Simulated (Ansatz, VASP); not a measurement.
Two plane-wave programs on AlN

Contents of INCAR:

```
PREC = Accurate
ENCUT = 600
EDIFF = 1E-6
ISMEAR = 0
SIGMA = 0.02
LREAL = F
LASPH = T
NELM = 120
ALGO = Normal
ISIF = 2
LWAVE = F
LCHARG = T
GGA = PE
LELF = T
LVHAR = T
NBANDS = 11
GGA_COMPAT = F
```

The input KPOINTS:

```
regular mesh
0
Gamma
  10 10 10
```

Contents of POSCAR:

```
AlN
1.0
    0.0000000000      2.2726545855      2.2726545855
    2.2726545855      0.0000000000      2.2726545855
    2.2726545855      2.2726545855      0.0000000000
Al N
1 1
Direct
    0.0000000000      0.0000000000      0.0000000000
    0.7500000000      0.7500000000      0.7500000000
```

Input for Ansatz:

```yaml
crystal:
  lattice:
    - [0.0, 2.2726545855, 2.2726545855]
    - [2.2726545855, 0.0, 2.2726545855]
    - [2.2726545855, 2.2726545855, 0.0]
  atoms:
    - { symbol: Al, position: [0.0, 0.0, 0.0] }
    - { symbol: "N", position: [0.75, 0.75, 0.75] }
basis:
  ecutwfc: 420
kpoints:
  mp_grid: { grid: [10, 10, 10] }
hamiltonian:
  xc: pbe
scf:
  occupations: { method: gaussian, width: 0.02 }
output:
  forces: true
  stress: true
  eigenvalues: true
```

Alike in both runs: task single point; functional PBE; k mesh 10 × 10 × 10; occupations gaussian, width 0.02 eV; no spin polarisation.

|  | VASP | Ansatz |
| --- | --- | --- |
| version | VASP 6.6.1 | Ansatz 0.2.0 |
| potentials or method | VASP PAW PBE potentials, release 64 (Al, N), cutoff 600 eV | scalar-relativistic, plane waves, PAW |
| valence electrons in the cell | 8 | 8 |

VASP gave:

| Property | Result |
| --- | --- |
| gap on the k mesh at the Fermi level (eV) | 3.18 |
| least direct gap on the mesh (eV) | 3.18 |
| pressure (GPa) | -15.6 |

Task: Estimate Ansatz's values.

Result: gap on the k mesh at the Fermi level (eV): 3.18; least direct gap on the mesh (eV): 3.18; pressure (GPa): -15.2.

The functional is the same, so the differences come from potentials, cutoffs and numerics.
